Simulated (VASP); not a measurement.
SnO2: single point with PBE+D3(BJ)

The system is SnO2.

```
Sn O
1.0
     3.06117    0.00000    0.00000
    -1.53059    2.65105    0.00000
     0.00000    0.00000   10.46094
Sn O
2 4
Direct
  0.00000 0.00000 0.50000
  0.00000 0.00000 0.00000
  0.66667 0.33333 0.40179
  0.66667 0.33333 0.09821
  0.33333 0.66667 0.59821
  0.33333 0.66667 0.90179
```

```
Program             : VASP 6.6.1
Task                : single point
Functional          : PBE
Dispersion          : D3(BJ)
Potentials or basis : VASP PAW PBE potentials, release 64 (Sn_d, O)
Cutoff              : 520 eV
k mesh              : 12 × 12 × 4
Occupations         : gaussian, width 0.05 eV
Spin                : no spin polarisation
```

The pressure is 19.1 GPa, the largest force is 1.057 eV/Å and the band gap on the k mesh is 3.05 eV (least direct gap 3.57 eV). The dispersion energy per atom is -0.180 eV.

Forces in eV/Å, atoms in the order of the input:
```
Sn   0.000  0.000  0.000
Sn   0.000  0.000  0.000
O    0.000  0.000 -1.057
O    0.000  0.000  1.057
O    0.000  0.000  1.057
O    0.000  0.000 -1.057
```

Stress tensor (GPa, compression positive):
```
24.86  0.00  0.00
 0.00 24.86  0.00
 0.00  0.00  7.45
```

Levels at points of the mesh, in eV from the valence-band top:
| k point | band 24 | band 25 | band 26 | band 27 | band 28 | band 29 |
| --- | --- | --- | --- | --- | --- | --- |
| (0.00, 0.00, 0.00) | -0.63 | -0.63 | -0.52 | 3.05 | 3.91 | 6.19 |
| (0.50, 0.00, 0.00) | -0.47 | -0.42 | -0.05 | 6.29 | 6.51 | 7.57 |
| (0.00, 0.00, 0.50) | -0.65 | -0.65 | -0.65 | 3.48 | 3.48 | 6.37 |
| (0.50, 0.00, 0.50) | -0.44 | -0.27 | -0.27 | 6.40 | 6.40 | 7.88 |

Wall time 73 s on 1 thread of Intel(R) Xeon(R) 6975P-C (Granite Rapids), with other jobs on the host, peak memory 0.29 GiB.

Caveat: the cell stands under pressure; spin-orbit coupling is left out, which moves the levels of the heavy elements; forces of over 1 eV/Å act on the atoms, so gaps and moduli don't describe the material at rest. A k mesh can miss the band edges.
